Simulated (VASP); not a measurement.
# CoSi2 (fluorite type) (Fm-3m) in VASP: further runs, part 2 of 2

VASP 6.6.1.

## (3) Density of states, PBE (volume scaled by 0.94)

POSCAR reads:

```
CoSi2
1.0
    0.0000000000      2.6252406358      2.6252406358
    2.6252406358      0.0000000000      2.6252406358
    2.6252406358      2.6252406358      0.0000000000
Co Si
1 2
Direct
    0.0000000000      0.0000000000      0.0000000000
    0.2500000000      0.2500000000      0.2500000000
    0.7500000000      0.7500000000      0.7500000000
```

INCAR.step1 reads:

```
SYSTEM = CoSi2
PREC = Accurate
ENCUT = 520
EDIFF = 1E-6
ISMEAR = -1
SIGMA = 0.1
LREAL = .False.
LASPH = .True.
NELM = 60
ALGO = Normal
ISIF = 2
LWAVE = .False.
LCHARG = .True.
LMAXMIX = 4
GGA = PE
NBANDS = 16
```

KPOINTS.step1 reads:

```
regular mesh
0
Gamma
  11 11 11
  0 0 0
```

INCAR.step2 reads:

```
SYSTEM = CoSi2
PREC = Accurate
ENCUT = 520
EDIFF = 1E-6
ISMEAR = -5
SIGMA = 0.1
LREAL = .False.
LASPH = .True.
NELM = 60
ALGO = Normal
ISIF = 2
LWAVE = .False.
LCHARG = .False.
LMAXMIX = 4
GGA = PE
LORBIT = 10
NEDOS = 2001
ICHARG = 11
```

KPOINTS.step2 reads:

```
regular mesh
0
Gamma
  17 17 17
  0 0 0
```

Potentials or basis: VASP PAW PBE potentials, release 64 (Co, Si).

The run is started by

```bash
cat potpaw_PBE.64/Co/POTCAR potpaw_PBE.64/Si/POTCAR > POTCAR
cp INCAR.step1 INCAR
cp KPOINTS.step1 KPOINTS
mpirun -np 1 vasp_std > vasp.out
cp INCAR.step2 INCAR
cp KPOINTS.step2 KPOINTS
mpirun -np 1 vasp_std > vasp.out
```

OUTCAR:

```text
SYSTEM = CoSi2
   PREC = Accurate
   ENCUT = 520
   EDIFF = 1E-6
   ISMEAR = -5
   LREAL = .False.
   LASPH = .True.
   NELM = 60
   ISIF = 2
   GGA = PE
   LORBIT = 10
   ICHARG = 11

 ion  position               nearest neighbor table
   1  0.000  0.000  0.000-   3 2.27   3 2.27   3 2.27   2 2.27   3 2.27   2 2.27   2 2.27   2 2.27

   2  0.250  0.250  0.250-   1 2.27   1 2.27   1 2.27   1 2.27   3 2.63   3 2.63   3 2.63   3 2.63
                             3 2.63   3 2.63
   3  0.750  0.750  0.750-   1 2.27   1 2.27   1 2.27   1 2.27   2 2.63   2 2.63   2 2.63   2 2.63
                             2 2.63   2 2.63

  LATTYP: Found a face centered cubic cell.
 ALAT       =     5.2504812716

  Lattice vectors:

 A1 = (   0.0000000000,   2.6252406358,   2.6252406358)
 A2 = (   2.6252406358,   0.0000000000,   2.6252406358)
 A3 = (   2.6252406358,   2.6252406358,   0.0000000000)

Analysis of symmetry for initial positions (statically):
=====================================================================
 Subroutine PRICEL returns:
 Original cell was already a primitive cell.

 Routine SETGRP: Setting up the symmetry group for a
 face centered cubic supercell.

 Subroutine GETGRP returns: Found 48 space group operations
 (whereof 48 operations were pure point group operations)
 out of a pool of 48 trial point group operations.

The static configuration has the point symmetry O_h .

Analysis of symmetry for dynamics (positions and initial velocities):
=====================================================================
 Subroutine PRICEL returns:
 Original cell was already a primitive cell.

 Routine SETGRP: Setting up the symmetry group for a
 face centered cubic supercell.

 Subroutine GETGRP returns: Found 48 space group operations
 (whereof 48 operations were pure point group operations)
 out of a pool of 48 trial point group operations.

The dynamic configuration has the point symmetry O_h .

 Subroutine INISYM returns: Found 48 space group operations
 (whereof 48 operations are pure point group operations),
 and found     1 'primitive' translations

----------------------------------------------------------------------------------------

                                     Primitive cell

  volume of cell :      36.1857

  direct lattice vectors                    reciprocal lattice vectors
     0.000000000  2.625240636  2.625240636    -0.190458731  0.190458731  0.190458731
     2.625240636  0.000000000  2.625240636     0.190458731 -0.190458731  0.190458731
     2.625240636  2.625240636  0.000000000     0.190458731  0.190458731 -0.190458731

  length of vectors
     3.712650912  3.712650912  3.712650912     0.329884199  0.329884199  0.329884199

  position of ions in fractional coordinates (direct lattice)
     0.000000000  0.000000000  0.000000000
     0.250000000  0.250000000  0.250000000
     0.750000000  0.750000000  0.750000000

  ion indices of the primitive-cell ions
   primitive index   ion index
                 1           1
                 2           2
                 3           3

----------------------------------------------------------------------------------------

 KPOINTS: regular mesh

Automatic generation of k-mesh.
 Grid dimensions read from file:
[... 52 lines left out ...]
   dimension x,y,z NGX =    28 NGY =   28 NGZ =   28
   dimension x,y,z NGXF=    56 NGYF=   56 NGZF=   56
   ions per type =               1   2
   NGX,Y,Z   is equivalent  to a cutoff of  12.54, 12.54, 12.54 a.u.
   NGXF,Y,Z  is equivalent  to a cutoff of  25.08, 25.08, 25.08 a.u.
 SYSTEM =  CoSi2
   PREC   = accura    normal or accurate (medium, high low for compatibility)
   ISTART =      0    job   : 0-new  1-cont  2-samecut
   ICHARG =     11    charge: 1-file 2-atom 10-const
   ISPIN  =      1    spin polarized calculation?
   LNONCOLLINEAR =      F non collinear calculations
   LSORBIT =      F    spin-orbit coupling
   LASPH  =      T    aspherical Exc in radial PAW
   ENCUT  =  520.0 eV  38.22 Ry    6.18 a.u.   6.90  6.90  6.90*2*pi/ulx,y,z
   NELM   =     60;   NELMIN=  2; NELMDL=  0     # of ELM steps
   EDIFF  = 0.1E-05   stopping-criterion for ELM
   LREAL  =      F    real-space projection
   EDIFFG = 0.1E-04   stopping-criterion for IOM
   NSW    =      0    number of steps for IOM
   IBRION =     -1    ionic relax: 0-MD 1-quasi-New 2-CG
   NFREE  =      0    steps in history (QN), initial steepest desc. (CG)
   ISIF   =      2    stress and relaxation
   ISYM   =      2    0-nonsym 1-usesym 2-fastsym
   POTIM  = 0.5000    time-step for ionic-motion
   TEBEG  =    0.0;   TEEND  =   0.0 temperature during run
   PSTRESS=    0.0 pullay stress
   NELECT =      17.0000    total number of electrons
   NUPDOWN=      -1.0000    fix difference up-down
   EMIN   =  10.00;   EMAX   =-10.00  energy-range for DOS
   EFERMI =   0.00;   METHOD = LEGACY
   ISMEAR =    -5;   SIGMA  =   0.10  broadening in eV -4-tet -1-fermi 0-gaus
   EFERMI_NEDOS =   21; number of points for ismear=-14 and -15
   IALGO  =     38    algorithm
   IMIX   =      4    mixing-type and parameters
     AMIX     =   0.40;   BMIX     =  1.00
     AMIX_MAG =   1.60;   BMIX_MAG =  1.00
  volume/ion in A,a.u.               =      12.06        81.40
  Fermi-wavevector in a.u.,A,eV,Ry     =   1.272659  2.404977 22.036822  1.619661
  Thomas-Fermi vector in A             =   2.405525
   LORBIT       =     10    0 simple, 1 ext, 2 COOP (PROOUT), +10 PAW based schemes
   GGA     = PE    functional components
   LHFCALC =     F    Hartree Fock is set to
   AEXX    =    0.0000 exact exchange contribution
   IVDW    =     0    specifies the selected vdW correction
   LEPSILON=     F    determine dielectric tensor
   LRPA    =     F    only Hartree local field effects (RPA)
 non-spin polarized calculation
 Fermi weights with tetrahedron method with Bloechl corrections
  energy-cutoff  :      520.00
  volume of cell :       36.19
 maximum number of plane-waves:       990

 number of electron      17.0000006 magnetization

 Free energy of the ion-electron system (eV)
  ---------------------------------------------------
  ext. energy  EPLUGINS =         0.00000000
  ---------------------------------------------------
  free energy    TOTEN  =       -19.21006913 eV

  energy without entropy =      -19.21006913  energy(sigma->0) =      -19.21006913

 E-fermi :  10.8925     XC(G=0): -12.0236

 val. band max:       10.9148906843   @ k =  -0.2353   0.2941   0.0588
 cond. band min:      10.9086011061   @ k =   0.4118   0.1176   0.0000
 fundamental gap:     -0.0062895782
 Fermi energy:        10.8925420937

 k-point     1 :       0.0000    0.0000    0.0000
  band No.  band energies     occupation
      1      -2.6772      2.00000
      2       6.5650      2.00000
      3       6.5650      2.00000
      4       6.5650      2.00000
      5       8.8042      2.00000
      6       8.8042      2.00000
      7      12.2846      0.00000
      8      14.3799      0.00000
      9      14.3799      0.00000
     10      14.3805      0.00000
     11      14.5703      0.00000
     12      14.5703      0.00000
[... 331 lines left out ...]
 k-point    24 :      -0.1176    0.0588    0.0000
  band No.  band energies     occupation
      1      -2.3299      2.00000
      2       5.8883      2.00000
      3       6.5880      2.00000
      4       6.7330      2.00000
      5       8.6215      2.00000
      6       8.7935      2.00000
      7      11.5759     -0.11445
      8      12.2415      0.00000
      9      13.3315      0.00000
     10      13.7970      0.00000
     11      14.8920      0.00000
     12      15.7458      0.00000

 [... further k-points ...]
[... 5 lines left out ...]
  --------------------------------------------------------------------------------------
  -------------------------------------------------------------------------------------
  Total        2.8624812      2.8624812      2.8624812      0.0000000     -0.0000000     -0.0000000
  in kB      126.7406325    126.7406325    126.7406325      0.0000000     -0.0000000     -0.0000000
  external PRESSURE =     126.7406325 kB  Pullay stress =       0.0000000 kB

 VOLUME and BASIS-vectors are now :
 -----------------------------------------------------------------------------
  energy-cutoff  :      520.00
  volume of cell :       36.19
      direct lattice vectors                 reciprocal lattice vectors
     0.000000000  2.625240636  2.625240636    -0.190458731  0.190458731  0.190458731
     2.625240636  0.000000000  2.625240636     0.190458731 -0.190458731  0.190458731
     2.625240636  2.625240636  0.000000000     0.190458731  0.190458731 -0.190458731

 POSITION                                       TOTAL-FORCE (eV/Angst)
 -----------------------------------------------------------------------------------
      0.00000      0.00000      0.00000        -0.000000      0.000000     -0.000000
      1.31262      1.31262      1.31262         0.000000      0.000000      0.000000
      3.93786      3.93786      3.93786        -0.000000     -0.000000     -0.000000
 -----------------------------------------------------------------------------------
    total drift:                               -0.000000     -0.000000      0.000000

  FREE ENERGIE OF THE ION-ELECTRON SYSTEM (eV)
  ---------------------------------------------------
  free  energy   TOTEN  =       -19.2100691257 eV

  energy  without entropy=      -19.2100691257  energy(sigma->0) =      -19.21006913

 total charge

# of ion       s       p       d       tot
------------------------------------------
    1        0.573   0.794   7.660   9.027
    2        0.716   0.914   0.000   1.631
    3        0.716   0.914   0.000   1.631
--------------------------------------------------
tot          2.006   2.622   7.660  12.288
```

It took 1.8 min on 1 thread of Intel Xeon 8259CL, shared host; peak memory 0.21 GiB.

Results:

```yaml
Valence_electrons_inside_the_program's_atomic_spheres: Co 9.03; Si 1.63
```

Caveat: tetrahedron occupations give inexact forces and stress in metals.
